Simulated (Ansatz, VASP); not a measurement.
**One calculation of AlN, two programs**

```
Al N
1.0
     0.00000    2.18488    2.07825
     2.18488    0.00000    2.07825
     2.18488    2.18488    0.00000
Al N
1 1
Cartesian
  0.0000 0.0000 0.0000
  1.0924 1.0924 1.0391
```

Change from the starting cell: uniaxial_z strain -4.9%.

Alike in both runs: task single point; functional HSE06; k mesh 8 × 8 × 8; no spin polarisation.

```csv
,VASP,Ansatz
version,VASP 6.6.1,Ansatz 0.2.0
potentials or method,"VASP PAW PBE potentials, release 64 (Al, N)","plane waves, PAW"
plane-wave cutoff (eV),520,420
occupations,"gaussian, width 0.01 eV",fixed
valence electrons in the cell,8,8
```

|  | VASP | Ansatz | Ansatz less VASP |
| --- | --- | --- | --- |
| gap on the k mesh at the Fermi level (eV) | 4.32 | 4.32 | +0.003 |
| pressure (GPa) | 10.5 | 10.6 | +0.09 |
| traceless stress, the component that is largest in VASP (GPa) | 3.80 | 3.77 | -0.035 |

Ansatz's warnings: stress exchange threshold loose, stress scf threshold loose.
